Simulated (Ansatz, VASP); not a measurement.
# ZnO in VASP and in Ansatz

```xyz
4
Lattice="3.2349 0.0000 0.0000 -1.6174 2.8015 0.0000 0.0000 0.0000 5.0038" Properties=species:S:1:pos:R:3 pbc="T T T"
Zn    1.6174    0.9338    2.4736
Zn    0.0000    1.8677   -0.0283
O     1.6174    0.9338    4.4332
O     0.0000    1.8677    1.9313
```

Change from the starting cell: strain along c alone, the other axes held, atoms relaxed: -4.0 %.

Alike in both runs: functional r2SCAN; k mesh 12 × 12 × 6; occupations gaussian, width 0.02 eV; no spin polarisation.

Ansatz relaxed the structure, and its values are those at the end. VASP's run is a single point on that final structure, the one shown.

```csv
,VASP,Ansatz
version,VASP 6.6.1,Ansatz 0.2.0
potentials or method,"VASP PAW PBE potentials, release 64 (Zn, O), cutoff 520 eV","scalar-relativistic, plane waves, PAW"
valence electrons in the cell,36,36
```

|  | VASP | Ansatz | Ansatz less VASP |
| --- | --- | --- | --- |
| gap on the k mesh at the Fermi level (eV) | 1.34 | 1.34 | +0.002 |
| least direct gap on the mesh (eV) | 1.34 | 1.34 | +0.002 |
| pressure (GPa) | 7.6 | 6.4 | -1.17 |
| rms of the force components (eV/Å) | 0.013 | 0.000 | -0.0122 |

VASP's potentials were made for PBE, not for r2SCAN. The functional is the same, so the differences come from potentials, cutoffs and numerics. Ansatz's warnings: stress scf threshold loose.
